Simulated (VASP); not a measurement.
Here is a VASP 6.6.1 calculation.

INCAR

```
ALGO = Normal
EDIFF = 1E-7
ENCUT = 520
GGA = PE
ISIF = 2
ISMEAR = 0
LASPH = T
LCHARG = T
LELF = T
LREAL = F
LVHAR = T
LWAVE = F
NBANDS = 24
NELM = 60
PREC = Accurate
SIGMA = 0.01
```

The input KPOINTS:

```
k-points
0
Gamma
  6 6 6
```

POSCAR

```
KMgF3
1.0
    3.6396925474      0.0000000000      0.0000000000
    0.0000000000      3.6396925474      0.0000000000
    0.0000000000      0.0000000000      3.6396925474
K Mg F
1 1 3
Direct
    0.5000000000      0.5000000000      0.5000000000
    0.0000000000      0.0000000000      0.0000000000
    0.5000000000      0.0000000000      0.0000000000
    0.0000000000      0.5000000000      0.0000000000
    0.0000000000      0.0000000000      0.5000000000
```

Potentials or basis: VASP PAW PBE potentials, release 64 (K_sv, Mg, F).

The run is started by

```console
$ cat potpaw_PBE.64/K_sv/POTCAR potpaw_PBE.64/Mg/POTCAR potpaw_PBE.64/F/POTCAR > POTCAR
$ mpirun -np 1 vasp_std > vasp.out
```

Problem. Predict the pressure.

Solution. 44.2 GPa.

Problem. Predict the band gap on the k mesh.

Solution. 9.75 eV (least direct gap 10.03 eV).

Caveat: the cell stands under pressure. A k mesh can miss the band edges.
